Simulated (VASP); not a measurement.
# NaF (P6_3/mmc) in VASP: notebook

The runs below take NaF through single point, with PBE, r2SCAN.

All numbers are computed with VASP 6.6.1; they aren't measurements. Logs are shortened: lines on timing, memory, paths and dates and some standing lists are left out, and cuts for length are marked.

## (1) The cell of the first run

The structure is hexagonal, space group P6_3/mmc (No. 194). The conventional cell has a = 3.178 Å, b = 3.178 Å, c = 5.568 Å, α = 90.00°, β = 90.00°, γ = 120.00°. Within 3.0 Å of Na (site symmetry -3m) lie 6 F at 2.30 Å and 2 Na at 2.78 Å. Within 3.0 Å of F (site symmetry -6m2) lie 6 Na at 2.30 Å.

## (2) Single point, PBE

File INCAR:

```
PREC     = Accurate       # precision mode
ENCUT    = 520            # plane-wave cutoff, eV
EDIFF    = 1E-7           # SCF threshold, eV
ISMEAR   = 0              # smearing method
SIGMA    = 0.01           # smearing width, eV
LREAL    = F              # projectors in reciprocal space
LASPH    = T              # aspherical terms in the spheres
NELM     = 100            # most SCF steps
ALGO     = Normal         # electronic algorithm
ISIF     = 2              # what is computed and relaxed
LWAVE    = F              # write WAVECAR
LCHARG   = T              # write CHGCAR
GGA      = PE             # functional
LELF     = T              # ELF
LVHAR    = T            
NBANDS   = 22             # bands
```

File KPOINTS:

```
Automatic mesh
0
Gamma
  12 12 6
```

File POSCAR:

```
NaF
1.0
    3.1775543160      0.0000000000      0.0000000000
   -1.5887771580      2.7518427596      0.0000000000
    0.0000000000      0.0000000000      5.5676310269
Na F
2 2
Direct
    0.0000000000      0.0000000000      0.0000000000
    0.0000000000      0.0000000000      0.5000000000
    0.3333333333      0.6666666667      0.2500000000
    0.6666666667      0.3333333333      0.7500000000
```

Potentials or basis: VASP PAW PBE potentials, release 64 (Na_pv, F).

On the command line:

```
$ cat potpaw_PBE.64/Na_pv/POTCAR potpaw_PBE.64/F/POTCAR > POTCAR
$ mpirun -np 1 vasp_std > vasp.out
```

OUTCAR:

```text
PREC = Accurate
   ENCUT = 520
   EDIFF = 1E-7
   ISMEAR = 0
   LREAL = F
   LASPH = T
   NELM = 100
   ISIF = 2
   GGA = PE

 ion  position               nearest neighbor table
   1  0.000  0.000  0.000-   3 2.30   4 2.30   4 2.30   3 2.30   4 2.30   3 2.30   2 2.78   2 2.78

   2  0.000  0.000  0.500-   3 2.30   4 2.30   4 2.30   3 2.30   4 2.30   3 2.30   1 2.78   1 2.78

   3  0.333  0.667  0.250-   1 2.30   2 2.30   1 2.30   2 2.30   1 2.30   2 2.30
   4  0.667  0.333  0.750-   1 2.30   2 2.30   1 2.30   2 2.30   1 2.30   2 2.30

  LATTYP: Found a hexagonal cell.
 ALAT       =     3.1775543160
 C/A-ratio  =     1.7521749349

  Lattice vectors:

 A1 = (   3.1775543160,   0.0000000000,   0.0000000000)
 A2 = (  -1.5887771580,   2.7518427596,   0.0000000000)
 A3 = (   0.0000000000,   0.0000000000,   5.5676310269)

Analysis of symmetry for initial positions (statically):
=====================================================================
 Subroutine PRICEL returns:
 Original cell was already a primitive cell.

 Routine SETGRP: Setting up the symmetry group for a
 hexagonal supercell.

 Subroutine GETGRP returns: Found 24 space group operations
 (whereof 12 operations were pure point group operations)
 out of a pool of 24 trial point group operations.

The static configuration has the point symmetry D_3d.
 The point group associated with its full space group is D_6h.

Analysis of symmetry for dynamics (positions and initial velocities):
=====================================================================
 Subroutine PRICEL returns:
 Original cell was already a primitive cell.

 Routine SETGRP: Setting up the symmetry group for a
 hexagonal supercell.

 Subroutine GETGRP returns: Found 24 space group operations
 (whereof 12 operations were pure point group operations)
 out of a pool of 24 trial point group operations.

The dynamic configuration has the point symmetry D_3d.
 The point group associated with its full space group is D_6h.

 Subroutine INISYM returns: Found 24 space group operations
 (whereof 12 operations are pure point group operations),
 and found     1 'primitive' translations

----------------------------------------------------------------------------------------

                                     Primitive cell

  volume of cell :      48.6841

[... 91 lines left out ...]
   NELM   =    100;   NELMIN=  2; NELMDL= -5     # of ELM steps
   EDIFF  = 0.1E-06   stopping-criterion for ELM
   LREAL  =      F    real-space projection
   EDIFFG = 0.1E-05   stopping-criterion for IOM
   NSW    =      0    number of steps for IOM
   IBRION =     -1    ionic relax: 0-MD 1-quasi-New 2-CG
   NFREE  =      0    steps in history (QN), initial steepest desc. (CG)
   ISIF   =      2    stress and relaxation
   ISYM   =      2    0-nonsym 1-usesym 2-fastsym
   POTIM  = 0.5000    time-step for ionic-motion
   TEBEG  =    0.0;   TEEND  =   0.0 temperature during run
   PSTRESS=    0.0 pullay stress
   NELECT =      28.0000    total number of electrons
   NUPDOWN=      -1.0000    fix difference up-down
   EMIN   =  10.00;   EMAX   =-10.00  energy-range for DOS
   EFERMI =   0.00;   METHOD = LEGACY
   ISMEAR =     0;   SIGMA  =   0.01  broadening in eV -4-tet -1-fermi 0-gaus
   EFERMI_NEDOS =   21; number of points for ismear=-14 and -15
   IALGO  =     38    algorithm
   IMIX   =      4    mixing-type and parameters
     AMIX     =   0.40;   BMIX     =  1.00
     AMIX_MAG =   1.60;   BMIX_MAG =  1.00
  volume/ion in A,a.u.               =      12.17        82.13
  Fermi-wavevector in a.u.,A,eV,Ry     =   1.361440  2.572748 25.218654  1.853519
  Thomas-Fermi vector in A             =   2.488016
   LORBIT       =      0    0 simple, 1 ext, 2 COOP (PROOUT), +10 PAW based schemes
   GGA     = PE    functional components
   LHFCALC =     F    Hartree Fock is set to
   AEXX    =    0.0000 exact exchange contribution
   IVDW    =     0    specifies the selected vdW correction
   LEPSILON=     F    determine dielectric tensor
   LRPA    =     F    only Hartree local field effects (RPA)
 non-spin polarized calculation
 Gauss-broadening in eV      SIGMA  =   0.01
  energy-cutoff  :      520.00
  volume of cell :       48.68
 maximum number of plane-waves:      1329
 NGX is ok and might be reduce to    24
   NGX = 11   NGY = 11   NGZ = 21

 number of electron      28.0000008 magnetization

 Free energy of the ion-electron system (eV)
  ---------------------------------------------------
  ext. energy  EPLUGINS =         0.00000000
  ---------------------------------------------------
  free energy    TOTEN  =       -16.92303855 eV

  energy without entropy =      -16.92303855  energy(sigma->0) =      -16.92303855

 E-fermi :  -1.7915     XC(G=0):  -9.2553

 val. band max:       -1.8906147610   @ k =   0.0000   0.0000   0.0000
 cond. band min:       4.4494770379   @ k =   0.0000   0.0000   0.0000
 fundamental gap:      6.3400917989
 Fermi energy:        -1.7914531195

 k-point     1 :       0.0000    0.0000    0.0000
  band No.  band energies     occupation
      1     -21.9754      2.00000
      2     -21.1746      2.00000
      3     -21.0257      2.00000
      4     -21.0257      2.00000
      5     -20.9910      2.00000
      6     -20.9910      2.00000
[... 589 lines left out ...]
     21      18.5502      0.00000
     22      18.7809      0.00000

 [... further k-points ...]

------------------------ aborting loop because EDIFF is reached ----------------------------------------

  FORCE on cell =-STRESS in cart. coord.  units (eV):
  Direction    XX          YY          ZZ          XY          YZ          ZX
  --------------------------------------------------------------------------------------
  -------------------------------------------------------------------------------------
  Total        1.0382797      1.0382797      1.1290050      0.0000000     -0.0000000      0.0000000
  in kB       34.1694415     34.1694415     37.1551819      0.0000000     -0.0000000      0.0000000
  external PRESSURE =      35.1646883 kB  Pullay stress =       0.0000000 kB

 VOLUME and BASIS-vectors are now :
 -----------------------------------------------------------------------------
  energy-cutoff  :      520.00
  volume of cell :       48.68
      direct lattice vectors                 reciprocal lattice vectors
     3.177554316  0.000000000  0.000000000     0.314707445  0.181696428  0.000000000
    -1.588777158  2.751842760  0.000000000     0.000000000  0.363392856  0.000000000
     0.000000000  0.000000000  5.567631027     0.000000000  0.000000000  0.179609603

 POSITION                                       TOTAL-FORCE (eV/Angst)
 -----------------------------------------------------------------------------------
      0.00000      0.00000      0.00000         0.000000      0.000000      0.000000
      0.00000      0.00000      2.78382         0.000000      0.000000      0.000000
     -0.00000      1.83456      1.39191        -0.000000      0.000000     -0.000000
      1.58878      0.91728      4.17572         0.000000      0.000000     -0.000000
 -----------------------------------------------------------------------------------
    total drift:                               -0.000000      0.000000     -0.000000

  FREE ENERGIE OF THE ION-ELECTRON SYSTEM (eV)
  ---------------------------------------------------
  free  energy   TOTEN  =       -16.9230385509 eV

  energy  without entropy=      -16.9230385509  energy(sigma->0) =      -16.92303855
```

Wall time 97 s (1 thread of AMD EPYC 7R13, shared host); peak memory 0.17 GiB.

Results:

- Free energy: -16.9230 eV
- Pressure: 3.5 GPa
- Band gap on the k mesh: 6.34 eV

Stress tensor (GPa, compression positive):
```
3.42 0.00 0.00
0.00 3.42 0.00
0.00 0.00 3.72
```

Levels at points of the mesh, in eV from the valence-band top:
```tsv
k point	band 12	band 13	band 14	band 15	band 16	band 17
(0.00, 0.00, 0.00)	-0.21	0.00	0.00	6.34	10.84	12.09
(0.50, 0.00, 0.00)	-0.57	-0.39	-0.30	10.86	12.37	13.73
(0.00, 0.00, 0.50)	-0.10	-0.10	-0.10	8.12	8.12	14.86
(0.50, 0.00, 0.50)	-0.54	-0.34	-0.34	11.86	11.86	13.00
```

Caveat: the cell stands under pressure. A k mesh can miss the band edges.

## (3) Single point, r2SCAN

POSCAR is that of step 2.

File INCAR.step1:

```
SYSTEM = NaF
  PREC = Accurate
  ENCUT = 520
  ISMEAR = 0
  SIGMA = 0.01
  LREAL = .FALSE.
  LASPH = .TRUE.
  NELM = 100
  NBANDS = 22
  GGA = PE
  ALGO = Normal
  EDIFF = 1E-4
  LWAVE = .TRUE.
  LCHARG = .FALSE.
```

File INCAR.step2:

```
SYSTEM = NaF
  PREC = Accurate
  ENCUT = 520
  EDIFF = 1E-7
  ISMEAR = 0
  SIGMA = 0.01
  LREAL = .FALSE.
  LASPH = .TRUE.
  NELM = 100
  ALGO = Normal
  ISIF = 2
  LWAVE = .FALSE.
  LCHARG = .FALSE.
  METAGGA = R2SCAN
  LMIXTAU = .TRUE.
  NBANDS = 22
  ISTART = 1
```

File KPOINTS:

```
Automatic mesh
0
G
  12 12 6
  0 0 0
```

Potentials or basis: VASP PAW PBE potentials, release 64 (Na_pv, F).

On the command line:

```
$ cat potpaw_PBE.64/Na_pv/POTCAR potpaw_PBE.64/F/POTCAR > POTCAR
$ cp INCAR.step1 INCAR
$ mpirun -np 1 vasp_std > vasp.out
$ cp INCAR.step2 INCAR
$ mpirun -np 1 vasp_std > vasp.out
```

OUTCAR:

```text
SYSTEM = NaF
   PREC = Accurate
   ENCUT = 520
   EDIFF = 1E-7
   ISMEAR = 0
   LREAL = .FALSE.
   LASPH = .TRUE.
   NELM = 100
   ISIF = 2
   METAGGA = R2SCAN
   ISTART = 1

 ion  position               nearest neighbor table
   1  0.000  0.000  0.000-   3 2.30   4 2.30   4 2.30   3 2.30   4 2.30   3 2.30   2 2.78   2 2.78

   2  0.000  0.000  0.500-   3 2.30   4 2.30   4 2.30   3 2.30   4 2.30   3 2.30   1 2.78   1 2.78

   3  0.333  0.667  0.250-   1 2.30   2 2.30   1 2.30   2 2.30   1 2.30   2 2.30
   4  0.667  0.333  0.750-   1 2.30   2 2.30   1 2.30   2 2.30   1 2.30   2 2.30

  LATTYP: Found a hexagonal cell.
 ALAT       =     3.1775543160
 C/A-ratio  =     1.7521749349

  Lattice vectors:

 A1 = (   3.1775543160,   0.0000000000,   0.0000000000)
 A2 = (  -1.5887771580,   2.7518427596,   0.0000000000)
 A3 = (   0.0000000000,   0.0000000000,   5.5676310269)

Analysis of symmetry for initial positions (statically):
=====================================================================
 Subroutine PRICEL returns:
 Original cell was already a primitive cell.

 Routine SETGRP: Setting up the symmetry group for a
 hexagonal supercell.

 Subroutine GETGRP returns: Found 24 space group operations
 (whereof 12 operations were pure point group operations)
 out of a pool of 24 trial point group operations.

The static configuration has the point symmetry D_3d.
 The point group associated with its full space group is D_6h.

Analysis of symmetry for dynamics (positions and initial velocities):
=====================================================================
 Subroutine PRICEL returns:
 Original cell was already a primitive cell.

 Routine SETGRP: Setting up the symmetry group for a
 hexagonal supercell.

 Subroutine GETGRP returns: Found 24 space group operations
 (whereof 12 operations were pure point group operations)
 out of a pool of 24 trial point group operations.

The dynamic configuration has the point symmetry D_3d.
 The point group associated with its full space group is D_6h.

 Subroutine INISYM returns: Found 24 space group operations
 (whereof 12 operations are pure point group operations),
 and found     1 'primitive' translations

----------------------------------------------------------------------------------------

                                     Primitive cell

  volume of cell :      48.6841

  direct lattice vectors                    reciprocal lattice vectors
     3.177554316  0.000000000  0.000000000     0.314707445  0.181696428  0.000000000
    -1.588777158  2.751842760  0.000000000     0.000000000  0.363392856  0.000000000
     0.000000000  0.000000000  5.567631027     0.000000000  0.000000000  0.179609603

  length of vectors
     3.177554316  3.177554316  5.567631027     0.363392856  0.363392856  0.179609603

  position of ions in fractional coordinates (direct lattice)
     0.000000000  0.000000000  0.000000000
     0.000000000  0.000000000  0.500000000
     0.333333333  0.666666667  0.250000000
     0.666666667  0.333333333  0.750000000

[... 24 lines left out ...]

  Shift w.r.t. Gamma in fractional coordinates (k-lattice)
     0.000000000  0.000000000  0.000000000

 Subroutine IBZKPT returns following result:
 ===========================================

 Found     76 irreducible k-points:

 Following reciprocal coordinates:
            Coordinates               Weight
  0.000000  0.000000  0.000000      1.000000
  0.083333 -0.000000  0.000000      6.000000
  0.166667  0.000000  0.000000      6.000000
  0.250000  0.000000  0.000000      6.000000
  0.333333  0.000000  0.000000      6.000000
  0.416667 -0.000000  0.000000      6.000000
[... 16 lines left out ...]
  0.250000  0.000000  0.166667     12.000000
  0.333333  0.000000  0.166667     12.000000
 [... further k-points ...]
   k-points           NKPTS =     76   k-points in BZ     NKDIM =     76   number of bands    NBANDS=     22
   number of dos      NEDOS =    301   number of ions     NIONS =      4
   total plane-waves  NPLWV =  24192
   dimension x,y,z NGX =    24 NGY =   24 NGZ =   42
   dimension x,y,z NGXF=    48 NGYF=   48 NGZF=   84
   ions per type =               2   2
   NGX,Y,Z   is equivalent  to a cutoff of  12.56, 12.56, 12.54 a.u.
   NGXF,Y,Z  is equivalent  to a cutoff of  25.11, 25.11, 25.08 a.u.
 SYSTEM =  NaF
   PREC   = accura    normal or accurate (medium, high low for compatibility)
   ISTART =      1    job   : 0-new  1-cont  2-samecut
   ICHARG =      0    charge: 1-file 2-atom 10-const
   ISPIN  =      1    spin polarized calculation?
   LNONCOLLINEAR =      F non collinear calculations
   LSORBIT =      F    spin-orbit coupling
   LASPH  =      T    aspherical Exc in radial PAW
   ENCUT  =  520.0 eV  38.22 Ry    6.18 a.u.   5.91  5.91 10.35*2*pi/ulx,y,z
   NELM   =    100;   NELMIN=  2; NELMDL=  0     # of ELM steps
   EDIFF  = 0.1E-06   stopping-criterion for ELM
   LREAL  =      F    real-space projection
   EDIFFG = 0.1E-05   stopping-criterion for IOM
   NSW    =      0    number of steps for IOM
   IBRION =     -1    ionic relax: 0-MD 1-quasi-New 2-CG
   NFREE  =      0    steps in history (QN), initial steepest desc. (CG)
   ISIF   =      2    stress and relaxation
   ISYM   =      2    0-nonsym 1-usesym 2-fastsym
   POTIM  = 0.5000    time-step for ionic-motion
   TEBEG  =    0.0;   TEEND  =   0.0 temperature during run
   PSTRESS=    0.0 pullay stress
   NELECT =      28.0000    total number of electrons
   NUPDOWN=      -1.0000    fix difference up-down
   EMIN   =  10.00;   EMAX   =-10.00  energy-range for DOS
   EFERMI =   0.00;   METHOD = LEGACY
   ISMEAR =     0;   SIGMA  =   0.01  broadening in eV -4-tet -1-fermi 0-gaus
   EFERMI_NEDOS =   21; number of points for ismear=-14 and -15
   IALGO  =     38    algorithm
   IMIX   =      4    mixing-type and parameters
     AMIX     =   0.40;   BMIX     =  1.00
     AMIX_MAG =   1.60;   BMIX_MAG =  1.00
  volume/ion in A,a.u.               =      12.17        82.13
  Fermi-wavevector in a.u.,A,eV,Ry     =   1.361440  2.572748 25.218654  1.853519
  Thomas-Fermi vector in A             =   2.488016
   LORBIT       =      0    0 simple, 1 ext, 2 COOP (PROOUT), +10 PAW based schemes
   METAGGA = R2SCAN    functional components
   LHFCALC =     F    Hartree Fock is set to
   AEXX    =    0.0000 exact exchange contribution
   IVDW    =     0    specifies the selected vdW correction
   LEPSILON=     F    determine dielectric tensor
   LRPA    =     F    only Hartree local field effects (RPA)
 non-spin polarized calculation
 Gauss-broadening in eV      SIGMA  =   0.01
  energy-cutoff  :      520.00
  volume of cell :       48.68
 maximum number of plane-waves:      1329
 NGX is ok and might be reduce to    24
   NGX = 11   NGY = 11   NGZ = 21

 number of electron      28.0000008 magnetization

 Free energy of the ion-electron system (eV)
  ---------------------------------------------------
  ext. energy  EPLUGINS =         0.00000000
  ---------------------------------------------------
  free energy    TOTEN  =       -25.02496290 eV

  energy without entropy =      -25.02496290  energy(sigma->0) =      -25.02496290

 E-fermi :  -2.3787     XC(G=0):  -9.8871

 val. band max:       -2.5345062763   @ k =   0.0000   0.0000   0.0000
 cond. band min:       4.6822159384   @ k =   0.0000   0.0000   0.0000
 fundamental gap:      7.2167222146
 Fermi energy:        -2.3786865222

 k-point     1 :       0.0000    0.0000    0.0000
  band No.  band energies     occupation
      1     -23.4719      2.00000
      2     -22.9400      2.00000
      3     -22.2237      2.00000
      4     -22.2234      2.00000
      5     -22.1905      2.00000
      6     -22.1902      2.00000
[... 589 lines left out ...]
     21      19.1589      0.00000
     22      19.1920      0.00000

 [... further k-points ...]

------------------------ aborting loop because EDIFF is reached ----------------------------------------

  FORCE on cell =-STRESS in cart. coord.  units (eV):
  Direction    XX          YY          ZZ          XY          YZ          ZX
  --------------------------------------------------------------------------------------
  -------------------------------------------------------------------------------------
  Total       -0.1440953     -0.1440953     -0.1934792      0.0000000      0.0000000      0.0000000
  in kB       -4.7421290     -4.7421290     -6.3673378      0.0000000      0.0000000      0.0000000
  external PRESSURE =      -5.2838653 kB  Pullay stress =       0.0000000 kB

 VOLUME and BASIS-vectors are now :
 -----------------------------------------------------------------------------
  energy-cutoff  :      520.00
  volume of cell :       48.68
      direct lattice vectors                 reciprocal lattice vectors
     3.177554316  0.000000000  0.000000000     0.314707445  0.181696428  0.000000000
    -1.588777158  2.751842760  0.000000000     0.000000000  0.363392856  0.000000000
     0.000000000  0.000000000  5.567631027     0.000000000  0.000000000  0.179609603

 POSITION                                       TOTAL-FORCE (eV/Angst)
 -----------------------------------------------------------------------------------
      0.00000      0.00000      0.00000         0.000000      0.000000     -0.000000
      0.00000      0.00000      2.78382         0.000000      0.000000     -0.000000
     -0.00000      1.83456      1.39191        -0.000000      0.000000      0.000000
      1.58878      0.91728      4.17572         0.000000     -0.000000     -0.000000
 -----------------------------------------------------------------------------------
    total drift:                               -0.000000      0.000000     -0.000000

  FREE ENERGIE OF THE ION-ELECTRON SYSTEM (eV)
  ---------------------------------------------------
  free  energy   TOTEN  =       -25.0249629022 eV

  energy  without entropy=      -25.0249629022  energy(sigma->0) =      -25.02496290
```

Wall time 9 min (1 thread of AMD EPYC 7R13, shared host); peak memory 0.18 GiB.

What came out:

* Free energy: -25.0250 eV
* Pressure: -0.5 GPa
* Band gap on the k mesh: 7.22 eV

Caveat: the PAW data sets were made with another functional, which shifts forces and pressure a little.
